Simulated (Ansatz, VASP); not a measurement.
**One calculation of Sr, two programs**

```xyz
1
Lattice="0.0000 2.8902 3.0423 2.8902 0.0000 3.0423 2.8902 2.8902 0.0000" Properties=species:S:1:pos:R:3 pbc="T T T"
Sr    0.0000    0.0000    0.0000
```

Change from the starting cell: strain -0.050 along x and y, +0.000 along z, atoms carried along.

Alike in both runs: task single point; functional PBE; k mesh 14 × 14 × 14; occupations gaussian, width 0.15 eV; no spin polarisation.

|  | VASP | Ansatz |
| --- | --- | --- |
| version | VASP 6.6.1 | Ansatz 0.2.0 |
| potentials or method | VASP PAW PBE potentials, release 64 (Sr_sv), cutoff 520 eV | scalar-relativistic, plane waves, PAW |
| valence electrons in the cell | 10 | 10 |

```tsv
	VASP	Ansatz	Ansatz less VASP
gap on the k mesh at the Fermi level (eV)	none	none	-
pressure (GPa)	1.0	1.0	-0.01
traceless stress, the component that is largest in VASP (GPa)	-0.23	-0.23	-0.001
```

A gap of «none» marks a metal or a gap that the smearing closes. The functional is the same, so the differences come from potentials, cutoffs and numerics.
